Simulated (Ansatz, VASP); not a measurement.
**One calculation of Re, two programs**

INCAR

```
SYSTEM = Re
PREC     = Accurate       ! precision mode
ENCUT    = 520            ! plane-wave cutoff, eV
EDIFF    = 1E-8           ! SCF threshold, eV
ISMEAR   = -1             ! smearing method
SIGMA    = 0.05           ! smearing width, eV
LREAL    = .FALSE.        ! projectors in reciprocal space
LASPH    = .TRUE.         ! aspherical terms in the spheres
NELM     = 80             ! most SCF steps
ALGO     = Normal         ! electronic algorithm
ISIF     = 2              ! what is computed and relaxed
LWAVE    = .FALSE.        ! write WAVECAR
LCHARG   = .FALSE.        ! write CHGCAR
GGA      = PE             ! functional
LEFG     = .TRUE.       
NBANDS   = 14             ! bands
```

KPOINTS

```
Automatic mesh
0
G
  18 18 10
  0 0 0
```

File POSCAR:

```
Re
1.0
    2.5508430510      0.0000000000      0.0000000000
   -1.2754215255      2.2090948832      0.0000000000
    0.0000000000      0.0000000000      4.1620000000
Re
2
Direct
    0.3333333333      0.6666666667      0.2500000000
    0.6666666667      0.3333333333      0.7500000000
```

Input for Ansatz:

```yaml
crystal:
  lattice:
    - [2.550843051, 0.0, 0.0]
    - [-1.2754215255, 2.2090948832, 0.0]
    - [0.0, 0.0, 4.162]
  atoms:
    - { symbol: Re, position: [0.3333333333, 0.6666666667, 0.25] }
    - { symbol: Re, position: [0.6666666667, 0.3333333333, 0.75] }
kpoints:
  mp_grid: { grid: [18, 18, 10] }
scf:
  occupations: { method: fermi_dirac, width: 0.05 }
hamiltonian:
  xc: pbe
  pseudopotentials: { kind: paw }
output:
  forces: true
  stress: true
  eigenvalues: true
  efg: { contact_densities: true }
```

Change from the starting cell: x and y stretched by -2 %, z held, PAW files.

Alike in both runs: task electric field gradients; functional PBE; k mesh 18 × 18 × 10; occupations fermi-dirac, width 0.05 eV; no spin polarisation.

|  | VASP | Ansatz |
| --- | --- | --- |
| version | VASP 6.6.1 | Ansatz 0.2.0 |
| potentials or method | VASP PAW PBE potentials, release 64 (Re) | PAW with Ansatz's default frozen-core files, scalar-relativistic |
| plane-wave cutoff (eV) | 520 | 420 |
| valence electrons in the cell | 14 | 30 |

Ansatz gave:

- size of Vzz on the site where it differs most (V/Å²): 58.1

Which values does VASP return?

Size of Vzz on the site where it differs most (V/Å²): 62.2.

With one functional, cell and mesh, what is left measures potentials, basis and numerics. VASP's potentials hold 14 valence electrons a cell and Ansatz's 30, so a difference there can come from the potentials and not from the codes.

Spin-orbit coupling is off throughout.
